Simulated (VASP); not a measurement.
A run of VASP 6.6.1 is set up as follows.

INCAR

```
SYSTEM = Si
PREC     = Accurate       ! precision mode
ENCUT    = 500            ! plane-wave cutoff, eV
EDIFF    = 1E-7           ! SCF threshold, eV
ISMEAR   = -1             ! smearing method
SIGMA    = 0.1            ! smearing width, eV
LREAL    = .FALSE.        ! projectors in reciprocal space
LASPH    = .TRUE.         ! aspherical terms in the spheres
NELM     = 120            ! most SCF steps
ALGO     = Normal         ! electronic algorithm
ISIF     = 3              ! what is computed and relaxed
LWAVE    = .FALSE.        ! write WAVECAR
LCHARG   = .FALSE.        ! write CHGCAR
GGA      = PE             ! functional
IBRION   = 2              ! ionic algorithm
NSW      = 80             ! ionic steps
EDIFFG   = -0.03          ! ionic threshold
GGA_COMPAT= .FALSE.      
NELMIN   = 4
```

Contents of KPOINTS:

```
Automatic mesh
0
G
  12 12 11
  0 0 0
```

The input POSCAR:

```
Si
1.0
    2.5270000000      0.0000000000      0.0000000000
   -1.2635000000      2.1884461954      0.0000000000
    0.0000000000      0.0000000000      2.3730000000
Si
1
Direct
    0.0000000000      0.0000000000      0.0000000000
```

Potentials or basis: VASP PAW PBE potentials, release 64 (Si).

The run is started by

```bash
$ cat potpaw_PBE.64/Si/POTCAR > POTCAR
$ mpirun -np 1 vasp_std > vasp.out
```

(1) What does it give for the relaxed volume?

(2) What does it give for the space group after relaxing (to 0.05 Å)?

Answers

(1) 15.03 Å³/atom.

(2) P6/mmm (No. 191).

Caveat: the volume moved by +14 % from the deposited cell, more than functionals usually miss.
